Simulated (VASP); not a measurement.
# AlN (I-4m2) in VASP: notebook

Runs on AlN. Level: PBE. Tasks: single point.

Everything below comes from runs of VASP 6.6.1. Logs are shortened: lines on timing, memory, paths and dates and some standing lists are left out, and cuts for length are marked.

## 1. The cell of the first run

Symmetry: I-4m2, No. 119, tetragonal system. Conventional cell: a = 2.930 Å, b = 2.930 Å, c = 4.972 Å, α = 90.00°, β = 90.00°, γ = 90.00°. Al (site symmetry -4m2) has 4 N at 1.92 Å within 2.5 Å. Within 2.5 Å of N (site symmetry -4m2) lie 4 Al at 1.92 Å.

## 2. Single point, PBE

File INCAR:

```
SYSTEM = AlN
PREC = Accurate
ENCUT = 520
EDIFF = 1E-7
ISMEAR = 0
SIGMA = 0.05
LREAL = .False.
LASPH = .True.
NELM = 80
ALGO = Normal
ISIF = 2
LWAVE = .False.
LCHARG = .True.
GGA = PE
LELF = .True.
LVHAR = .True.
NBANDS = 11
```

File KPOINTS:

```
regular mesh
0
Gamma
  10 10 10
  0 0 0
```

File POSCAR:

```
AlN
1.0
    0.0000000000      2.0717727860      2.4861273432
    2.0717727860      0.0000000000      2.4861273432
    2.0717727860      2.0717727860      0.0000000000
Al N
1 1
Direct
    0.0000000000      0.0000000000      0.0000000000
    0.7500000000      0.7500000000      0.7500000000
```

Potentials or basis: VASP PAW PBE potentials, release 64 (Al, N).

On the command line:

```bash
cat potpaw_PBE.64/Al/POTCAR potpaw_PBE.64/N/POTCAR > POTCAR
mpirun -np 1 vasp_std > vasp.out
```

OUTCAR:

```text
SYSTEM = AlN
   PREC = Accurate
   ENCUT = 520
   EDIFF = 1E-7
   ISMEAR = 0
   LREAL = .False.
   LASPH = .True.
   NELM = 80
   ISIF = 2
   GGA = PE

 ion  position               nearest neighbor table
   1  0.000  0.000  0.000-   2 1.92   2 1.92   2 1.92   2 1.92
   2  0.750  0.750  0.750-   1 1.92   1 1.92   1 1.92   1 1.92

  LATTYP: Found a body centered tetragonal cell.
 ALAT       =     2.9299291721
 C/A-ratio  =     1.6970562748

  Lattice vectors:

 A1 = (  -2.0717727860,   0.0000000000,   2.4861273432)
 A2 = (   2.0717727860,   0.0000000000,   2.4861273432)
 A3 = (   0.0000000000,   2.0717727860,  -2.4861273432)

Analysis of symmetry for initial positions (statically):
=====================================================================
 Subroutine PRICEL returns:
 Original cell was already a primitive cell.

 Routine SETGRP: Setting up the symmetry group for a
 body centered tetragonal supercell.

 Subroutine GETGRP returns: Found  8 space group operations
 (whereof  8 operations were pure point group operations)
 out of a pool of 16 trial point group operations.

The static configuration has the point symmetry D_2d.

Analysis of symmetry for dynamics (positions and initial velocities):
=====================================================================
 Subroutine PRICEL returns:
 Original cell was already a primitive cell.

 Routine SETGRP: Setting up the symmetry group for a
 body centered tetragonal supercell.

 Subroutine GETGRP returns: Found  8 space group operations
 (whereof  8 operations were pure point group operations)
 out of a pool of 16 trial point group operations.

The dynamic configuration has the point symmetry D_2d.

 Subroutine INISYM returns: Found  8 space group operations
 (whereof  8 operations are pure point group operations),
 and found     1 'primitive' translations

----------------------------------------------------------------------------------------

                                     Primitive cell

  volume of cell :      21.3421

  direct lattice vectors                    reciprocal lattice vectors
     0.000000000  2.071772786  2.486127343    -0.241339206  0.241339206  0.201116005
     2.071772786  0.000000000  2.486127343     0.241339206 -0.241339206  0.201116005
     2.071772786  2.071772786  0.000000000     0.241339206  0.241339206 -0.201116005

  length of vectors
     3.236212546  3.236212546  2.929929172     0.396152588  0.396152588  0.396152588

  position of ions in fractional coordinates (direct lattice)
     0.000000000  0.000000000  0.000000000
     0.750000000  0.750000000  0.750000000

  ion indices of the primitive-cell ions
   primitive index   ion index
                 1           1
                 2           2

----------------------------------------------------------------------------------------

 KPOINTS: regular mesh

Automatic generation of k-mesh.
 Grid dimensions read from file:
 generate k-points for:   10   10   10

 Generating k-lattice:

  Cartesian coordinates                     Fractional coordinates (reciprocal lattice)
    -0.024133921  0.024133921  0.020111601     0.100000000  0.000000000  0.000000000
     0.024133921 -0.024133921  0.020111601     0.000000000  0.100000000  0.000000000
     0.024133921  0.024133921 -0.020111601    -0.000000000 -0.000000000  0.100000000

  Length of vectors
     0.039615259  0.039615259  0.039615259

  Shift w.r.t. Gamma in fractional coordinates (k-lattice)
     0.000000000  0.000000000  0.000000000

 Subroutine IBZKPT returns following result:
 ===========================================

 Found    102 irreducible k-points:

 Following reciprocal coordinates:
            Coordinates               Weight
  0.000000  0.000000  0.000000      1.000000
  0.100000 -0.000000  0.000000      8.000000
  0.200000 -0.000000  0.000000      8.000000
  0.300000 -0.000000  0.000000      8.000000
  0.400000  0.000000  0.000000      8.000000
  0.500000 -0.000000  0.000000      4.000000
[... 16 lines left out ...]
  0.300000  0.300000  0.000000      2.000000
  0.400000  0.300000  0.000000      8.000000
 [... further k-points ...]
   k-points           NKPTS =    102   k-points in BZ     NKDIM =    102   number of bands    NBANDS=     11
   number of dos      NEDOS =    301   number of ions     NIONS =      2
   total plane-waves  NPLWV =  13824
   dimension x,y,z NGX =    24 NGY =   24 NGZ =   24
   dimension x,y,z NGXF=    48 NGYF=   48 NGZF=   48
   ions per type =               1   1
   NGX,Y,Z   is equivalent  to a cutoff of  12.33, 12.33, 13.62 a.u.
   NGXF,Y,Z  is equivalent  to a cutoff of  24.66, 24.66, 27.24 a.u.
 SYSTEM =  AlN
   PREC   = accura    normal or accurate (medium, high low for compatibility)
   ISTART =      0    job   : 0-new  1-cont  2-samecut
   ICHARG =      2    charge: 1-file 2-atom 10-const
   ISPIN  =      1    spin polarized calculation?
   LNONCOLLINEAR =      F non collinear calculations
   LSORBIT =      F    spin-orbit coupling
   LASPH  =      T    aspherical Exc in radial PAW
   ENCUT  =  520.0 eV  38.22 Ry    6.18 a.u.   6.02  6.02  5.45*2*pi/ulx,y,z
   NELM   =     80;   NELMIN=  2; NELMDL= -5     # of ELM steps
   EDIFF  = 0.1E-06   stopping-criterion for ELM
   LREAL  =      F    real-space projection
   EDIFFG = 0.1E-05   stopping-criterion for IOM
   NSW    =      0    number of steps for IOM
   IBRION =     -1    ionic relax: 0-MD 1-quasi-New 2-CG
   NFREE  =      0    steps in history (QN), initial steepest desc. (CG)
   ISIF   =      2    stress and relaxation
   ISYM   =      2    0-nonsym 1-usesym 2-fastsym
   POTIM  = 0.5000    time-step for ionic-motion
   TEBEG  =    0.0;   TEEND  =   0.0 temperature during run
   PSTRESS=    0.0 pullay stress
   NELECT =       8.0000    total number of electrons
   NUPDOWN=      -1.0000    fix difference up-down
   EMIN   =  10.00;   EMAX   =-10.00  energy-range for DOS
   EFERMI =   0.00;   METHOD = LEGACY
   ISMEAR =     0;   SIGMA  =   0.05  broadening in eV -4-tet -1-fermi 0-gaus
   EFERMI_NEDOS =   21; number of points for ismear=-14 and -15
   IALGO  =     38    algorithm
   IMIX   =      4    mixing-type and parameters
     AMIX     =   0.40;   BMIX     =  1.00
     AMIX_MAG =   1.60;   BMIX_MAG =  1.00
  volume/ion in A,a.u.               =      10.67        72.01
  Fermi-wavevector in a.u.,A,eV,Ry     =   1.180390  2.230614 18.957286  1.393321
  Thomas-Fermi vector in A             =   2.316684
   LORBIT       =      0    0 simple, 1 ext, 2 COOP (PROOUT), +10 PAW based schemes
   GGA     = PE    functional components
   LHFCALC =     F    Hartree Fock is set to
   AEXX    =    0.0000 exact exchange contribution
   IVDW    =     0    specifies the selected vdW correction
   LEPSILON=     F    determine dielectric tensor
   LRPA    =     F    only Hartree local field effects (RPA)
 non-spin polarized calculation
 Gauss-broadening in eV      SIGMA  =   0.05
  energy-cutoff  :      520.00
  volume of cell :       21.34
 maximum number of plane-waves:       591
   NGX = 11   NGY = 11   NGZ = 11

 number of electron       8.0000000 magnetization

 Free energy of the ion-electron system (eV)
  ---------------------------------------------------
  ext. energy  EPLUGINS =         0.00000000
  ---------------------------------------------------
  free energy    TOTEN  =       -14.56621750 eV

  energy without entropy =      -14.56621750  energy(sigma->0) =      -14.56621750

 E-fermi :   6.6651     XC(G=0): -10.8604

 val. band max:        6.3632038908   @ k =  -0.2000   0.1000   0.0000
 cond. band min:       8.9983978243   @ k =   0.5000   0.0000   0.5000
 fundamental gap:      2.6351939336
 Fermi energy:         6.6650511035

 k-point     1 :       0.0000    0.0000    0.0000
  band No.  band energies     occupation
      1      -9.0212      2.00000
      2       5.1739      2.00000
      3       6.2510      2.00000
      4       6.2510      2.00000
      5       9.5459      0.00000
      6      18.0300      0.00000
      7      18.1889      0.00000
      8      18.1889      0.00000
      9      19.7096      0.00000
     10      21.4117      0.00000
     11      26.3365      0.00000

 k-point     2 :       0.1000   -0.0000    0.0000
  band No.  band energies     occupation
      1      -8.8751      2.00000
      2       4.7843      2.00000
      3       5.6849      2.00000
      4       6.2455      2.00000
      5      10.2407      0.00000
      6      16.8807      0.00000
      7      18.3979      0.00000
      8      18.4901      0.00000
      9      19.7107      0.00000
     10      22.7640      0.00000
     11      24.4941      0.00000

 k-point     3 :       0.2000   -0.0000    0.0000
  band No.  band energies     occupation
      1      -8.4596      2.00000
      2       3.4220      2.00000
      3       5.1739      2.00000
      4       6.2342      2.00000
      5      11.3234      0.00000
      6      15.5446      0.00000
      7      18.2835      0.00000
      8      18.8690      0.00000
      9      20.5832      0.00000
     10      22.9987      0.00000
     11      24.1689      0.00000

 k-point     4 :       0.3000   -0.0000    0.0000
  band No.  band energies     occupation
      1      -7.8565      2.00000
      2       1.8406      2.00000
      3       4.8277      2.00000
      4       6.2260      2.00000
      5      11.8598      0.00000
      6      14.9768      0.00000
      7      17.8916      0.00000
      8      19.0363      0.00000
      9      21.5839      0.00000
     10      22.7846      0.00000
     11      24.5427      0.00000
[... 239 lines left out ...]
 k-point    22 :      -0.2000    0.2000    0.0000
  band No.  band energies     occupation
      1      -7.5524      2.00000
      2       1.8311      2.00000
      3       3.5493      2.00000
      4       6.3552      2.00000
      5      12.9299      0.00000
      6      14.8541      0.00000
      7      17.2837      0.00000
      8      19.6604      0.00000
      9      20.8829      0.00000
     10      23.1646      0.00000
     11      24.3617      0.00000

 k-point    23 :       0.3000    0.3000    0.0000
  band No.  band energies     occupation
      1      -7.8252      2.00000
      2       1.4768      2.00000
      3       5.4832      2.00000
      4       5.4832      2.00000
      5      11.1614      0.00000
      6      15.1788      0.00000
      7      16.9167      0.00000
      8      20.6001      0.00000
      9      20.6001      0.00000
     10      28.3060      0.00000
     11      28.8029      0.00000

 k-point    24 :       0.4000    0.3000    0.0000
  band No.  band energies     occupation
      1      -7.4259      2.00000
      2       0.8801      2.00000
      3       4.7938      2.00000
      4       5.4014      2.00000
      5      11.1647      0.00000
      6      15.6231      0.00000
      7      16.9332      0.00000
      8      20.9817      0.00000
      9      21.1908      0.00000
     10      28.1771      0.00000
     11      28.3538      0.00000

 [... further k-points ...]
[... 5 lines left out ...]
  --------------------------------------------------------------------------------------
  -------------------------------------------------------------------------------------
  Total        1.4973911      1.4973911     -3.8680703      0.0000000     -0.0000000      0.0000000
  in kB      112.4108437    112.4108437   -290.3804179      0.0000000     -0.0000000      0.0000000
  external PRESSURE =     -21.8529102 kB  Pullay stress =       0.0000000 kB

 VOLUME and BASIS-vectors are now :
 -----------------------------------------------------------------------------
  energy-cutoff  :      520.00
  volume of cell :       21.34
      direct lattice vectors                 reciprocal lattice vectors
     0.000000000  2.071772786  2.486127343    -0.241339206  0.241339206  0.201116005
     2.071772786  0.000000000  2.486127343     0.241339206 -0.241339206  0.201116005
     2.071772786  2.071772786  0.000000000     0.241339206  0.241339206 -0.201116005

 POSITION                                       TOTAL-FORCE (eV/Angst)
 -----------------------------------------------------------------------------------
      0.00000      0.00000      0.00000        -0.000000     -0.000000     -0.000000
      3.10766      3.10766      3.72919         0.000000      0.000000      0.000000
 -----------------------------------------------------------------------------------
    total drift:                                0.000000      0.000000      0.000000

  FREE ENERGIE OF THE ION-ELECTRON SYSTEM (eV)
  ---------------------------------------------------
  free  energy   TOTEN  =       -14.5662175037 eV

  energy  without entropy=      -14.5662175037  energy(sigma->0) =      -14.56621750
```

Wall time 6.7 s (1 thread of Intel Xeon 6975P-C (Granite Rapids), shared host); peak memory 0.14 GiB.

Results:

```
Free energy            : -14.5662 eV
Pressure               : -2.2 GPa
Band gap on the k mesh : 2.64 eV, indirect (least direct gap 3.29 eV)
```

Stress tensor (GPa, compression positive):
```
 11.24   0.00   0.00
  0.00  11.24   0.00
  0.00   0.00 -29.04
```

Levels at points of the mesh, in eV from the valence-band top:
```csv
k point,band 1,band 2,band 3,band 4,band 5,band 6,band 7,band 8,band 9
"(0.00, 0.00, 0.00)",-15.38,-1.19,-0.11,-0.11,3.18,11.67,11.83,11.83,13.35
"(0.50, 0.00, 0.00)",-13.34,-6.28,-1.86,-0.14,5.28,9.20,10.56,12.20,16.29
"(0.50, 0.50, 0.00)",-13.28,-6.54,-1.22,-1.22,3.59,9.72,10.90,15.70,15.70
"(0.50, 0.00, 0.50)",-12.47,-4.78,-2.75,-2.60,2.64,6.96,11.75,13.60,16.96
```

 A k mesh can miss the band edges.

## 3. Single point, PBE

This run uses another cell than the first one, of the same volume but with other edges.

File INCAR:

```
SYSTEM = AlN
PREC     = Accurate       ! precision mode
ENCUT    = 520            ! plane-wave cutoff, eV
EDIFF    = 1E-6           ! SCF threshold, eV
ISMEAR   = 0              ! smearing method
SIGMA    = 0.05           ! smearing width, eV
LREAL    = .FALSE.        ! projectors in reciprocal space
LASPH    = .TRUE.         ! aspherical terms in the spheres
NELM     = 80             ! most SCF steps
ALGO     = Normal         ! electronic algorithm
ISIF     = 2              ! what is computed and relaxed
LWAVE    = .FALSE.        ! write WAVECAR
LCHARG   = .FALSE.        ! write CHGCAR
GGA      = PE             ! functional
NBANDS   = 11             ! bands
```

File KPOINTS:

```
Automatic mesh
0
G
  10 10 10
  0 0 0
```

File POSCAR:

```
AlN
1.0
    0.0000000000      2.3916869756      1.8655158409
    2.3916869756      0.0000000000      1.8655158409
    2.3916869756      2.3916869756      0.0000000000
Al N
1 1
Direct
    0.0000000000      0.0000000000      0.0000000000
    0.7500000000      0.7500000000      0.7500000000
```

Potentials or basis: VASP PAW PBE potentials, release 64 (Al, N).

On the command line:

```bash
cat potpaw_PBE.64/Al/POTCAR potpaw_PBE.64/N/POTCAR > POTCAR
mpirun -np 1 vasp_std > vasp.out
```

It took 7.6 s on 1 thread of Intel Xeon 6975P-C (Granite Rapids), shared host; peak memory 0.15 GiB.

Results (log left out):

* Free energy: -14.6170 eV
* Pressure: -5.4 GPa
* Band gap on the k mesh: 2.72 eV, indirect (least direct gap 3.26 eV)

Stress tensor (GPa, compression positive):
```
-11.28   0.00   0.00
  0.00 -11.28   0.00
  0.00   0.00   6.28
```

Levels at points of the mesh, in eV from the valence-band top:
```
           k point  band 1  band 2  band 3  band 4  band 5  band 6  band 7  band 8
(0.00, 0.00, 0.00)  -15.42   -0.69   -0.69    0.00    3.26   11.85   12.11   12.11
(0.50, 0.00, 0.00)  -13.34   -6.28   -1.84   -0.43    5.35    8.43    9.64   14.04
(0.50, 0.50, 0.00)  -12.23   -3.76   -3.52   -3.52    2.72    5.20   13.57   13.57
(0.50, 0.00, 0.50)  -13.09   -6.19   -1.49   -1.49    3.49    9.19   11.29   12.38
```

 A k mesh can miss the band edges.

(Part 1 of 2 ends here.)
